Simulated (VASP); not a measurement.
# Sc (Fm-3m) in VASP: notebook, part 2 of 2

VASP 6.6.1. The steps go on from the part before.

## Step 3: Electric field gradients, PBEsol (volume scaled by 1.01)

The input, INCAR:

```
SYSTEM = Sc
ALGO = Normal
EDIFF = 1E-8
ENCUT = 520
GGA = PS
ISIF = 2
ISMEAR = -1
LASPH = .TRUE.
LCHARG = .FALSE.
LEFG = .TRUE.
LREAL = .FALSE.
LWAVE = .FALSE.
NBANDS = 12
NELM = 100
PREC = Accurate
SIGMA = 0.03
```

The input, KPOINTS:

```
k-points
0
G
  12 12 12
  0 0 0
```

The input, POSCAR:

```
Sc
1.0
    0.0000000000      2.2780432448      2.2780432448
    2.2780432448      0.0000000000      2.2780432448
    2.2780432448      2.2780432448      0.0000000000
Sc
1
Direct
    0.0000000000      0.0000000000      0.0000000000
```

Potentials or basis: VASP PAW PBE potentials, release 64 (Sc_sv).

Command:

```bash
$ cat potpaw_PBE.64/Sc_sv/POTCAR > POTCAR
$ mpirun -np 1 vasp_std > vasp.out
```

OUTCAR:

```text
SYSTEM = Sc
   EDIFF = 1E-8
   ENCUT = 520
   GGA = PS
   ISIF = 2
   ISMEAR = -1
   LASPH = .TRUE.
   LREAL = .FALSE.
   NELM = 100
   PREC = Accurate

 ion  position               nearest neighbor table
   1  0.000  0.000  0.000-

  LATTYP: Found a face centered cubic cell.
 ALAT       =     4.5560864896

  Lattice vectors:

 A1 = (   0.0000000000,   2.2780432448,   2.2780432448)
 A2 = (   2.2780432448,   0.0000000000,   2.2780432448)
 A3 = (   2.2780432448,   2.2780432448,   0.0000000000)

Analysis of symmetry for initial positions (statically):
=====================================================================
 Subroutine PRICEL returns:
 Original cell was already a primitive cell.

 Routine SETGRP: Setting up the symmetry group for a
 face centered cubic supercell.

 Subroutine GETGRP returns: Found 48 space group operations
 (whereof 48 operations were pure point group operations)
 out of a pool of 48 trial point group operations.

The static configuration has the point symmetry O_h .

Analysis of symmetry for dynamics (positions and initial velocities):
=====================================================================
 Subroutine PRICEL returns:
 Original cell was already a primitive cell.

 Routine SETGRP: Setting up the symmetry group for a
 face centered cubic supercell.

 Subroutine GETGRP returns: Found 48 space group operations
 (whereof 48 operations were pure point group operations)
 out of a pool of 48 trial point group operations.

The dynamic configuration has the point symmetry O_h .

 Subroutine INISYM returns: Found 48 space group operations
 (whereof 48 operations are pure point group operations),
 and found     1 'primitive' translations

----------------------------------------------------------------------------------------

                                     Primitive cell

  volume of cell :      23.6437

  direct lattice vectors                    reciprocal lattice vectors
     0.000000000  2.278043245  2.278043245    -0.219486615  0.219486615  0.219486615
     2.278043245  0.000000000  2.278043245     0.219486615 -0.219486615  0.219486615
     2.278043245  2.278043245  0.000000000     0.219486615  0.219486615 -0.219486615

  length of vectors
     3.221639652  3.221639652  3.221639652     0.380161968  0.380161968  0.380161968

  position of ions in fractional coordinates (direct lattice)
     0.000000000  0.000000000  0.000000000

  ion indices of the primitive-cell ions
   primitive index   ion index
                 1           1

----------------------------------------------------------------------------------------

 KPOINTS: k-points

Automatic generation of k-mesh.
 Grid dimensions read from file:
 generate k-points for:   12   12   12

 Generating k-lattice:

[... 69 lines left out ...]
   POTIM  = 0.5000    time-step for ionic-motion
   TEBEG  =    0.0;   TEEND  =   0.0 temperature during run
   PSTRESS=    0.0 pullay stress
   NELECT =      11.0000    total number of electrons
   NUPDOWN=      -1.0000    fix difference up-down
   EMIN   =  10.00;   EMAX   =-10.00  energy-range for DOS
   EFERMI =   0.00;   METHOD = LEGACY
   ISMEAR =    -1;   SIGMA  =   0.03  broadening in eV -4-tet -1-fermi 0-gaus
   EFERMI_NEDOS =   21; number of points for ismear=-14 and -15
   IALGO  =     38    algorithm
   IMIX   =      4    mixing-type and parameters
     AMIX     =   0.40;   BMIX     =  1.00
     AMIX_MAG =   1.60;   BMIX_MAG =  1.00
  volume/ion in A,a.u.               =      23.64       159.56
  Fermi-wavevector in a.u.,A,eV,Ry     =   1.268529  2.397172 21.894033  1.609166
  Thomas-Fermi vector in A             =   2.401619
   LORBIT       =      0    0 simple, 1 ext, 2 COOP (PROOUT), +10 PAW based schemes
   GGA     = PS    functional components
   LHFCALC =     F    Hartree Fock is set to
   AEXX    =    0.0000 exact exchange contribution
   IVDW    =     0    specifies the selected vdW correction
   LEPSILON=     F    determine dielectric tensor
   LRPA    =     F    only Hartree local field effects (RPA)
 non-spin polarized calculation
  energy-cutoff  :      520.00
  volume of cell :       23.64
 maximum number of plane-waves:       650
   NGX = 11   NGY = 11   NGZ = 11

 number of electron      10.9999996 magnetization

 Free energy of the ion-electron system (eV)
  ---------------------------------------------------
  ext. energy  EPLUGINS =         0.00000000
  ---------------------------------------------------
  free energy    TOTEN  =        -6.56231167 eV

  energy without entropy =       -6.55738609  energy(sigma->0) =       -6.55984888

 E-fermi :   3.8800     XC(G=0): -10.1591

 val. band max:        3.8598079665   @ k =  -0.4167   0.1667   0.0833
 cond. band min:       3.9064735717   @ k =   0.5000   0.3333   0.1667
 fundamental gap:      0.0466656052
 Fermi energy:         3.8799801800

 k-point     1 :       0.0000    0.0000    0.0000
  band No.  band energies     occupation
      1     -45.2363      2.00000
      2     -23.7132      2.00000
      3     -23.7132      2.00000
      4     -23.7132      2.00000
      5      -1.3959      2.00000
      6       5.5111      0.00000
      7       5.5111      0.00000
      8       5.5111      0.00000
      9       6.9720      0.00000
     10       6.9720      0.00000
     11      16.6331      0.00000
     12      20.1633      0.00000
[... 331 lines left out ...]
 k-point    24 :      -0.4167    0.1667    0.0000
  band No.  band energies     occupation
      1     -45.1568      2.00000
      2     -24.1315      2.00000
      3     -23.8571      2.00000
      4     -23.7901      2.00000
      5       2.5758      2.00000
      6       3.8188      1.76941
      7       4.9511      0.00000
      8       5.8189      0.00000
      9       7.7212      0.00000
     10       8.6965      0.00000
     11      10.9469      0.00000
     12      15.4784      0.00000

 [... further k-points ...]

------------------------ aborting loop because EDIFF is reached ----------------------------------------

  FORCE on cell =-STRESS in cart. coord.  units (eV):
  Direction    XX          YY          ZZ          XY          YZ          ZX
  --------------------------------------------------------------------------------------
  -------------------------------------------------------------------------------------
  Total       -0.0102506     -0.0102506     -0.0102506      0.0000000      0.0000000      0.0000000
  in kB       -0.6946125     -0.6946125     -0.6946125      0.0000000      0.0000000      0.0000000
  external PRESSURE =      -0.6946125 kB  Pullay stress =       0.0000000 kB

 VOLUME and BASIS-vectors are now :
 -----------------------------------------------------------------------------
  energy-cutoff  :      520.00
  volume of cell :       23.64
      direct lattice vectors                 reciprocal lattice vectors
     0.000000000  2.278043245  2.278043245    -0.219486615  0.219486615  0.219486615
     2.278043245  0.000000000  2.278043245     0.219486615 -0.219486615  0.219486615
     2.278043245  2.278043245  0.000000000     0.219486615  0.219486615 -0.219486615

 POSITION                                       TOTAL-FORCE (eV/Angst)
 -----------------------------------------------------------------------------------
      0.00000      0.00000      0.00000        -0.000000      0.000000     -0.000000
 -----------------------------------------------------------------------------------
    total drift:                                0.000000      0.000000      0.000000

  FREE ENERGIE OF THE ION-ELECTRON SYSTEM (eV)
  ---------------------------------------------------
  free  energy   TOTEN  =        -6.5623116685 eV

  energy  without entropy=       -6.5573860946  energy(sigma->0) =       -6.55984888

 Electric field gradients (V/A^2)
---------------------------------------------------------------------
 ion       V_xx      V_yy      V_zz      V_xy      V_xz      V_yz
---------------------------------------------------------------------
   1      -0.000     0.000     0.000    -0.000    -0.000    -0.000
---------------------------------------------------------------------

 Electric field gradients after diagonalization (V/A^2)
 (convention: |V_zz| > |V_xx| > |V_yy|)
----------------------------------------------------------------------
 ion       V_xx      V_yy      V_zz     asymmetry (V_yy - V_xx)/ V_zz
----------------------------------------------------------------------
   1       0.000     0.000    -0.000       0.000
----------------------------------------------------------------------

           NMR quadrupolar parameters

 Cq : quadrupolar parameter    Cq=e*Q*V_zz/h
 eta: asymmetry parameters     (V_yy - V_xx)/ V_zz
 Q  : nuclear electric quadrupole moment in mb (millibarn)
----------------------------------------------------------------------
 ion       Cq(MHz)       eta       Q (mb)
----------------------------------------------------------------------
   1      -0.000       0.000       1.000
----------------------------------------------------------------------
```

OSZICAR:

```text
N       E                     dE             d eps       ncg     rms          rms(c)
DAV:   1     0.721871710619E+02    0.72187E+02   -0.50678E+03  1736   0.898E+02
DAV:   2    -0.591322268523E+01   -0.78100E+02   -0.76485E+02  1728   0.280E+02
DAV:   3    -0.727829787282E+01   -0.13651E+01   -0.13432E+01  2272   0.497E+01
DAV:   4    -0.729912358037E+01   -0.20826E-01   -0.20788E-01  2172   0.483E+00
DAV:   5    -0.729945984975E+01   -0.33627E-03   -0.33626E-03  2256   0.576E-01    0.577E+00
DAV:   6    -0.664998071882E+01    0.64948E+00   -0.97284E-01  2588   0.141E+01    0.168E+00
DAV:   7    -0.656785293621E+01    0.82128E-01   -0.18216E-01  2732   0.582E+00    0.545E-01
DAV:   8    -0.656259649852E+01    0.52564E-02   -0.10840E-02  1932   0.146E+00    0.130E-01
DAV:   9    -0.656230288767E+01    0.29361E-03   -0.94323E-04  2612   0.462E-01    0.195E-02
DAV:  10    -0.656231228585E+01   -0.93982E-05   -0.18139E-05  2040   0.405E-02    0.777E-03
DAV:  11    -0.656231168497E+01    0.60089E-06   -0.39359E-06  2724   0.271E-02    0.765E-04
DAV:  12    -0.656231163963E+01    0.45339E-07   -0.18720E-08  1908   0.125E-03    0.193E-04
DAV:  13    -0.656231166644E+01   -0.26813E-07   -0.25320E-09  1152   0.723E-04    0.216E-05
DAV:  14    -0.656231166854E+01   -0.20968E-08   -0.42014E-10   984   0.226E-04
   1 F= -.65623117E+01 E0= -.65598489E+01  d E =-.492557E-02
```

Run time: 8.9 s. Hardware: 1 thread of Intel Xeon Platinum 8375C at 2.90GHz (Ice Lake), shared host; peak memory 0.14 GiB.

Results:

```
Free energy : -6.5623 eV
Pressure    : -0.1 GPa
```

Caveat: without QUAD_EFG the Cq values of the log hold for a quadrupole moment of 1 mb, not for the nuclei; the PAW data sets were made with another functional, which shifts forces and pressure a little.
